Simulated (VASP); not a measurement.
Set up this calculation in VASP 6.6.1, as the native input.

| Item | Value |
| --- | --- |
| Task | single point |
| Functional | PBE |
| Potentials or basis | VASP PAW PBE potentials, release 64 (Sc_sv) |
| Cutoff | 520 eV |
| k mesh | 16 × 16 × 16 |
| Occupations | fermi-dirac, width 0.08 eV |
| Spin | no spin polarisation |
| Dipole correction | no |
| Further INCAR settings | ALGO = Normal; EDIFF = 1e-07; NBANDS = 12 |

The structure of Sc lies in POSCAR:

```
Sc
1.0
    0.0000000000      2.0335635918      2.0335635918
    2.0335635918      0.0000000000      2.0335635918
    2.0335635918      2.0335635918      0.0000000000
Sc
1
Direct
    0.0000000000      0.0000000000      0.0000000000
```

This isn't the form of Sc at room conditions, which is hcp.

The input as run:

INCAR

```
SYSTEM = Sc
PREC = Accurate ; ENCUT = 520
EDIFF = 1E-7 ; ISMEAR = -1
SIGMA = 0.08 ; LREAL = .False.
LASPH = .True. ; NELM = 100
ALGO = Normal ; ISIF = 2
LWAVE = .False. ; LCHARG = .False.
GGA = PE ; NBANDS = 12
```

KPOINTS

```
Automatic mesh
0
Gamma
  16 16 16
  0 0 0
```

Potentials or basis: VASP PAW PBE potentials, release 64 (Sc_sv).

Launch:

```bash
$ cat potpaw_PBE.64/Sc_sv/POTCAR > POTCAR
$ mpirun -np 1 vasp_std > vasp.out
```

Results of the run:

| Quantity | Value |
| --- | --- |
| Pressure | 35.7 GPa |
| Band gap on the k mesh | zero (an odd number of electrons rules out a gap without spin polarisation) |

Caveat: the cell stands under pressure.

Run time: 9.9 s on 1 thread of Intel(R) Xeon(R) 6975P-C (Granite Rapids) (shared host), peak memory 0.15 GiB.
